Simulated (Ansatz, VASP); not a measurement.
# Zn in VASP and in Ansatz

```
Zn
1.0
     2.63815    0.00000    0.00000
    -1.31908    2.28470    0.00000
     0.00000    0.00000    4.94670
Zn
2
Direct
  0.33333 0.66667 0.25000
  0.66667 0.33333 0.75000
```

Change from the starting cell: equal xx and yy strain of -1 %.

Alike in both runs: task single point; functional PBEsol; k mesh 18 × 18 × 8; occupations fermi-dirac, width 0.03 eV; no spin polarisation.

|  | VASP | Ansatz |
| --- | --- | --- |
| version | VASP 6.6.1 | Ansatz 0.2.0 |
| potentials or method | VASP PAW PBE potentials, release 64 (Zn), cutoff 520 eV | all-electron LAPW, scalar-relativistic |

Ansatz gave:

- pressure (GPa): -3.9
- traceless stress, the component that is largest in VASP (GPa): 1.15

Problem. What did VASP give for the same quantities?

Solution. Pressure (GPa): -3.5; traceless stress, the component that is largest in VASP (GPa): 1.02.

VASP's potentials were made for PBE, not for PBEsol. Ansatz ran all-electron here, and VASP with PAW potentials.
